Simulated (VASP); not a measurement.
# Au (P6_3/mmc) in VASP: notebook, part 2 of 2

VASP 6.6.1. Earlier steps stand in the parts before.

## 3. Electric field gradients, LDA

The input, INCAR:

```
SYSTEM = Au
PREC = Accurate ; ENCUT = 520
EDIFF = 1E-8 ; ISMEAR = -1
SIGMA = 0.05 ; LREAL = .False.
LASPH = .True. ; NELM = 60
ALGO = Normal ; ISIF = 2
LWAVE = .False. ; LCHARG = .False.
LEFG = .True. ; NBANDS = 18
```

The input, KPOINTS:

```
regular mesh
0
Gamma
  18 18 10
  0 0 0
```

The input, POSCAR:

```
Au
1.0
    2.9000000000      0.0000000000      0.0000000000
   -1.4500000000      2.5114736710      0.0000000000
    0.0000000000      0.0000000000      4.8800000000
Au
2
Direct
    0.3333333333      0.6666666667      0.7500000000
    0.6666666667      0.3333333333      0.2500000000
```

Potentials or basis: VASP PAW LDA potentials, release 64 (Au).

The run is started by

```sh
> cat potpaw_LDA.64/Au/POTCAR > POTCAR
> mpirun -np 1 vasp_std > vasp.out
```

OUTCAR:

```text
SYSTEM = Au
   PREC = Accurate
   ENCUT = 520
   EDIFF = 1E-8
   ISMEAR = -1
   LREAL = .False.
   LASPH = .True.
   NELM = 60
   ISIF = 2

 ion  position               nearest neighbor table
   1  0.333  0.667  0.750-   2 2.96   2 2.96   2 2.96   2 2.96   2 2.96   2 2.96
   2  0.667  0.333  0.250-   1 2.96   1 2.96   1 2.96   1 2.96   1 2.96   1 2.96

  LATTYP: Found a hexagonal cell.
 ALAT       =     2.9000000000
 C/A-ratio  =     1.6827586207

  Lattice vectors:

 A1 = (   2.9000000000,   0.0000000000,   0.0000000000)
 A2 = (  -1.4500000000,   2.5114736710,   0.0000000000)
 A3 = (   0.0000000000,   0.0000000000,   4.8800000000)

Analysis of symmetry for initial positions (statically):
=====================================================================
 Subroutine PRICEL returns:
 Original cell was already a primitive cell.

 Routine SETGRP: Setting up the symmetry group for a
 hexagonal supercell.

 Subroutine GETGRP returns: Found 24 space group operations
 (whereof 12 operations were pure point group operations)
 out of a pool of 24 trial point group operations.

The static configuration has the point symmetry D_3d.
 The point group associated with its full space group is D_6h.

Analysis of symmetry for dynamics (positions and initial velocities):
=====================================================================
 Subroutine PRICEL returns:
 Original cell was already a primitive cell.

 Routine SETGRP: Setting up the symmetry group for a
 hexagonal supercell.

 Subroutine GETGRP returns: Found 24 space group operations
 (whereof 12 operations were pure point group operations)
 out of a pool of 24 trial point group operations.

The dynamic configuration has the point symmetry D_3d.
 The point group associated with its full space group is D_6h.

 Subroutine INISYM returns: Found 24 space group operations
 (whereof 12 operations are pure point group operations),
 and found     1 'primitive' translations

----------------------------------------------------------------------------------------

                                     Primitive cell

  volume of cell :      35.5424

  direct lattice vectors                    reciprocal lattice vectors
     2.900000000  0.000000000  0.000000000     0.344827586  0.199086300  0.000000000
    -1.450000000  2.511473671  0.000000000     0.000000000  0.398172599  0.000000000
     0.000000000  0.000000000  4.880000000     0.000000000  0.000000000  0.204918033

  length of vectors
     2.900000000  2.900000000  4.880000000     0.398172599  0.398172599  0.204918033

  position of ions in fractional coordinates (direct lattice)
     0.333333333  0.666666667  0.750000000
     0.666666667  0.333333333  0.250000000

  ion indices of the primitive-cell ions
   primitive index   ion index
                 1           1
                 2           2

----------------------------------------------------------------------------------------

 KPOINTS: regular mesh

Automatic generation of k-mesh.
[... 73 lines left out ...]
   ISYM   =      2    0-nonsym 1-usesym 2-fastsym
   POTIM  = 0.5000    time-step for ionic-motion
   TEBEG  =    0.0;   TEEND  =   0.0 temperature during run
   PSTRESS=    0.0 pullay stress
   NELECT =      22.0000    total number of electrons
   NUPDOWN=      -1.0000    fix difference up-down
   EMIN   =  10.00;   EMAX   =-10.00  energy-range for DOS
   EFERMI =   0.00;   METHOD = LEGACY
   ISMEAR =    -1;   SIGMA  =   0.05  broadening in eV -4-tet -1-fermi 0-gaus
   EFERMI_NEDOS =   21; number of points for ismear=-14 and -15
   IALGO  =     38    algorithm
   IMIX   =      4    mixing-type and parameters
     AMIX     =   0.40;   BMIX     =  1.00
     AMIX_MAG =   1.60;   BMIX_MAG =  1.00
  volume/ion in A,a.u.               =      17.77       119.93
  Fermi-wavevector in a.u.,A,eV,Ry     =   1.395191  2.636528 26.484517  1.946557
  Thomas-Fermi vector in A             =   2.518667
   LORBIT       =      0    0 simple, 1 ext, 2 COOP (PROOUT), +10 PAW based schemes
   GGA     = CA    functional components
   LHFCALC =     F    Hartree Fock is set to
   AEXX    =    0.0000 exact exchange contribution
   IVDW    =     0    specifies the selected vdW correction
   LEPSILON=     F    determine dielectric tensor
   LRPA    =     F    only Hartree local field effects (RPA)
 non-spin polarized calculation
  energy-cutoff  :      520.00
  volume of cell :       35.54
 maximum number of plane-waves:       984
 NGX is ok and might be reduce to    24
   NGX = 11   NGY = 11   NGZ = 19

 number of electron      22.0000001 magnetization

 Free energy of the ion-electron system (eV)
  ---------------------------------------------------
  ext. energy  EPLUGINS =         0.00000000
  ---------------------------------------------------
  free energy    TOTEN  =        -8.79613820 eV

  energy without entropy =       -8.78864080  energy(sigma->0) =       -8.79238950

 E-fermi :   8.5409     XC(G=0): -12.7407

 val. band max:        8.5405289302   @ k =   0.2222   0.1111   0.3000
 cond. band min:       8.5442982645   @ k =   0.4444   0.0556   0.3000
 fundamental gap:      0.0037693343
 Fermi energy:         8.5409437138

 k-point     1 :       0.0000    0.0000    0.0000
  band No.  band energies     occupation
      1      -0.8901      2.00000
      2       1.5156      2.00000
      3       3.9218      2.00000
      4       4.2004      2.00000
      5       4.2004      2.00000
      6       4.4889      2.00000
[... 481 lines left out ...]
      5       4.4107      2.00000
      6       4.5171      2.00000
[... 10 lines left out ...]
     17      20.4922      0.00000
     18      23.0904      0.00000

 [... further k-points ...]

------------------------ aborting loop because EDIFF is reached ----------------------------------------

  FORCE on cell =-STRESS in cart. coord.  units (eV):
  Direction    XX          YY          ZZ          XY          YZ          ZX
  --------------------------------------------------------------------------------------
  -------------------------------------------------------------------------------------
  Total       -2.3146722     -2.3146722     -2.2455674      0.0000000     -0.0000000      0.0000000
  in kB     -104.3406701   -104.3406701   -101.2255688      0.0000000     -0.0000000      0.0000000
  external PRESSURE =    -103.3023030 kB  Pullay stress =       0.0000000 kB

 VOLUME and BASIS-vectors are now :
 -----------------------------------------------------------------------------
  energy-cutoff  :      520.00
  volume of cell :       35.54
      direct lattice vectors                 reciprocal lattice vectors
     2.900000000  0.000000000  0.000000000     0.344827586  0.199086300  0.000000000
    -1.450000000  2.511473671  0.000000000     0.000000000  0.398172599  0.000000000
     0.000000000  0.000000000  4.880000000     0.000000000  0.000000000  0.204918033

 POSITION                                       TOTAL-FORCE (eV/Angst)
 -----------------------------------------------------------------------------------
     -0.00000      1.67432      3.66000        -0.000000      0.000000      0.000000
      1.45000      0.83716      1.22000         0.000000     -0.000000      0.000000
 -----------------------------------------------------------------------------------
    total drift:                                0.000000     -0.000000      0.000000

  FREE ENERGIE OF THE ION-ELECTRON SYSTEM (eV)
  ---------------------------------------------------
  free  energy   TOTEN  =        -8.7961382048 eV

  energy  without entropy=       -8.7886407965  energy(sigma->0) =       -8.79238950

 Electric field gradients (V/A^2)
---------------------------------------------------------------------
 ion       V_xx      V_yy      V_zz      V_xy      V_xz      V_yz
---------------------------------------------------------------------
   1     -12.048   -12.049    24.097    -0.000     0.000    -0.000
   2     -12.048   -12.049    24.097    -0.000    -0.000     0.000
---------------------------------------------------------------------

 Electric field gradients after diagonalization (V/A^2)
 (convention: |V_zz| > |V_xx| > |V_yy|)
----------------------------------------------------------------------
 ion       V_xx      V_yy      V_zz     asymmetry (V_yy - V_xx)/ V_zz
----------------------------------------------------------------------
   1     -12.049   -12.048    24.097       0.000
   2     -12.049   -12.048    24.097       0.000
----------------------------------------------------------------------

           NMR quadrupolar parameters

 Cq : quadrupolar parameter    Cq=e*Q*V_zz/h
 eta: asymmetry parameters     (V_yy - V_xx)/ V_zz
 Q  : nuclear electric quadrupole moment in mb (millibarn)
----------------------------------------------------------------------
 ion       Cq(MHz)       eta       Q (mb)
----------------------------------------------------------------------
   1       0.058       0.000       1.000
   2       0.058       0.000       1.000
----------------------------------------------------------------------
```

stdout:

```text
POSCAR found type information on POSCAR Au
 POSCAR found :  1 types and       2 ions
 scaLAPACK will be used
 LDA part: xc-table for (Slater(with rela. corr.)+CA(PZ))
 , standard interpolation
 POSCAR, INCAR and KPOINTS ok, starting setup
 FFT: planning ... GRIDC
 FFT: planning ... GRID_SOFT
 FFT: planning ... GRID
 WAVECAR not read
 entering main loop
ion   1

ion   2
```

It took 1.8 min on 1 thread of Intel Xeon 8259CL, shared host; peak memory 0.23 GiB.

Results:

```yaml
Free_energy: -8.7961 eV
Pressure: -10.3 GPa
Band_gap_on_the_k_mesh: zero (bands 11 and 12 overlap by 6.62 eV)
Largest_electric_field_gradient_by_atom: Au +24.1 V/Å²
```

Stress tensor (GPa, compression positive):
```
-10.43   0.00   0.00
  0.00 -10.43   0.00
  0.00   0.00 -10.12
```

Electric field gradients, principal values (V/Å²):
| atom | least | middle | greatest (by size) |
| --- | --- | --- | --- |
| 1 Au | -12.048 | -12.049 | 24.097 |
| 2 Au | -12.048 | -12.049 | 24.097 |

Caveat: the cell stands under tension; without QUAD_EFG the Cq values of the log hold for a quadrupole moment of 1 mb, not for the nuclei; spin-orbit coupling is left out, which moves the levels of the heavy elements.
